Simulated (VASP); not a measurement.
Set up this calculation in VASP 6.6.1, as the native input.

```yaml
Task: single point
Functional: r2SCAN
Potentials_or_basis: VASP PAW PBE potentials, release 64 (Ca_sv, O_h)
Cutoff: 1480 eV
k_mesh: 8 × 8 × 8
Occupations: gaussian, width 0.05 eV
Spin: no spin polarisation
Dipole_correction: no
Further_INCAR_settings: ALGO = Normal; EDIFF = 1e-06; NBANDS = 15
```

The system is CaO.

```
Ca O
1.0
     2.91019    0.00000    0.00000
     0.00000    2.91019    0.00000
     0.00000    0.00000    2.91019
Ca O
1 1
Cartesian
  0.0000 0.0000 0.0000
  1.4551 1.4551 1.4551
```

These files were run (other wordings do the same):

POSCAR

```
CaO
1.0
    2.9101886460      0.0000000000      0.0000000000
    0.0000000000      2.9101886460      0.0000000000
    0.0000000000      0.0000000000      2.9101886460
Ca O
1 1
Direct
    0.0000000000      0.0000000000      0.0000000000
    0.5000000000      0.5000000000      0.5000000000
```

INCAR.step1

```
PREC = Accurate
ENCUT = 1480
ISMEAR = 0
SIGMA = 0.05
LREAL = F
LASPH = T
NELM = 120
NBANDS = 15
GGA = PE
ALGO = Normal
EDIFF = 1E-5
LWAVE = T
LCHARG = F
GGA_COMPAT = F
```

INCAR.step2

```
PREC = Accurate
ENCUT = 1480
EDIFF = 1E-6
ISMEAR = 0
SIGMA = 0.05
LREAL = F
LASPH = T
NELM = 120
ALGO = Normal
ISIF = 2
LWAVE = F
LCHARG = F
METAGGA = R2SCAN
LMIXTAU = T
NBANDS = 15
ISTART = 1
GGA_COMPAT = F
```

KPOINTS

```
regular mesh
0
Gamma
  8 8 8
```

Potentials or basis: VASP PAW PBE potentials, release 64 (Ca_sv, O_h).

Command:

```sh
$ cat potpaw_PBE.64/Ca_sv/POTCAR potpaw_PBE.64/O_h/POTCAR > POTCAR
$ cp INCAR.step1 INCAR
$ mpirun -np 1 vasp_std > vasp.out
$ cp INCAR.step2 INCAR
$ mpirun -np 1 vasp_std > vasp.out
```

Results of the run:

```yaml
Pressure: 0.1 GPa
Band_gap_on_the_k_mesh: 3.28 eV (least direct gap 3.59 eV)
```

Caveat: the PAW data sets were made with another functional, which shifts forces and pressure a little.

Wall time 7.5 min on 1 thread of AMD EPYC 7R43 64-Core Processor (Zen 3), on a shared host, peak memory 0.26 GiB.
